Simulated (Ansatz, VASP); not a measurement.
# One calculation of Yb, two programs

```
Yb
1.0
     0.00000    2.74310    2.74310
     2.74310    0.00000    2.74310
     2.74310    2.74310    0.00000
Yb
1
Direct
  0.00000 0.00000 0.00000
```

Change from the starting cell: parallel moments scaled by 0.1, free total moment.

Alike in both runs: task single point; functional PBE; k mesh 10 × 10 × 10; occupations fermi-dirac, width 0.1 eV; collinear spin; Hubbard terms Yb f U = 5.2 eV.

```csv
,VASP,Ansatz
version,VASP 6.6.1,Ansatz 0.2.0
potentials or method,"VASP PAW PBE potentials, release 64 (Yb), cutoff 520 eV","PAW, plane waves, scalar-relativistic"
valence electrons in the cell,24,24
```

|  | VASP | Ansatz | Ansatz less VASP |
| --- | --- | --- | --- |
| pressure (GPa) | -0.6 | -0.4 | +0.13 |
| net moment per atom (μB) | 0.00 | 0.00 | 0.000 |

The programs project onto different local orbitals, so the same U acts differently, and such runs can settle in different states. Ansatz's warnings: filled band counts differ across k points, seeded moment not kept.

Spin-orbit coupling is off throughout.
